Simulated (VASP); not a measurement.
Input of a VASP 6.6.1 run:

The input POSCAR:

```
AlN
1.0
    0.0000000000      2.1839940000      2.1839940000
    2.1839940000      0.0000000000      2.1839940000
    2.1839940000      2.1839940000      0.0000000000
Al N
1 1
Direct
    0.0000000000      0.0000000000      0.0000000000
    0.7500000000      0.7500000000      0.7500000000
```

The input INCAR.step1:

```
ALGO = Normal ; EDIFF = 1E-4
ENCUT = 600 ; GGA = PE
ISMEAR = 0 ; LASPH = T
LCHARG = F ; LREAL = F
LWAVE = T ; NELM = 100
PREC = Accurate ; SIGMA = 0.01
```

Contents of INCAR.step2:

```
ALGO = Normal ; EDIFF = 1E-7
EDIFFG = -0.01 ; ENCUT = 600
IBRION = 2 ; ISIF = 3
ISMEAR = 0 ; ISTART = 1
LASPH = T ; LCHARG = F
LMIXTAU = T ; LREAL = F
LWAVE = F ; METAGGA = R2SCAN
NELM = 100 ; NSW = 80
PREC = Accurate ; PSTRESS = -20.0
SIGMA = 0.01
```

KPOINTS

```
k-points
0
Gamma
  8 8 8
```

Potentials or basis: VASP PAW PBE potentials, release 64 (Al, N).

Run with:

```bash
$ cat potpaw_PBE.64/Al/POTCAR potpaw_PBE.64/N/POTCAR > POTCAR
$ cp INCAR.step1 INCAR
$ mpirun -np 1 vasp_std > vasp.out
$ cp INCAR.step2 INCAR
$ mpirun -np 1 vasp_std > vasp.out
```

Problem. Estimate the relaxed cell.

Solution. a = 3.098 Å, b = 3.098 Å, c = 3.098 Å, α = 60.00°, β = 60.00°, γ = 60.00°.

Problem. Estimate the relaxed volume.

Solution. 10.52 Å³/atom.

Step by step:
```
step  energy change (eV)  largest force (eV/Å)  pressure (GPa)  volume (Å³)
   1              0.0000                0.0000           -0.07        20.83
   2              0.0045                0.0000           -3.77        21.21
   3              0.0013                0.0000           -2.05        21.03
```

Caveat: the cell is relaxed towards a set pressure, so the enthalpy falls and the energy may rise; the PAW data sets were made with another functional, which shifts forces and pressure a little.
